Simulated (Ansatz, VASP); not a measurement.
Ni in VASP and in Ansatz

```xyz
1
Lattice="0.0000 1.7376 1.7376 1.7376 0.0000 1.7376 1.7376 1.7376 0.0000" Properties=species:S:1:pos:R:3 pbc="T T T"
Ni    0.0000    0.0000    0.0000
```

Alike in both runs: task single point; functional PBE; k mesh 11 × 11 × 11; occupations fermi-dirac, width 0.05 eV; collinear spin; fixed moment 0.5 μB.

|  | VASP | Ansatz |
| --- | --- | --- |
| version | VASP 6.6.1 | Ansatz 0.2.0 |
| potentials or method | VASP PAW PBE potentials, release 64 (Ni_sv_GW) | Ansatz PAW |
| plane-wave cutoff (eV) | 690 | 420 |
| valence electrons in the cell | 18 | 18 |

|  | VASP | Ansatz | Ansatz less VASP |
| --- | --- | --- | --- |
| pressure (GPa) | 7.2 | 7.6 | +0.39 |
| net moment per atom (μB) | 0.50 | 0.50 | 0.000 |
| size of the moment on the site where the two differ most (μB) | 0.54 | 0.53 | -0.002 |

Site moments also hang on the region over which each program counts them.
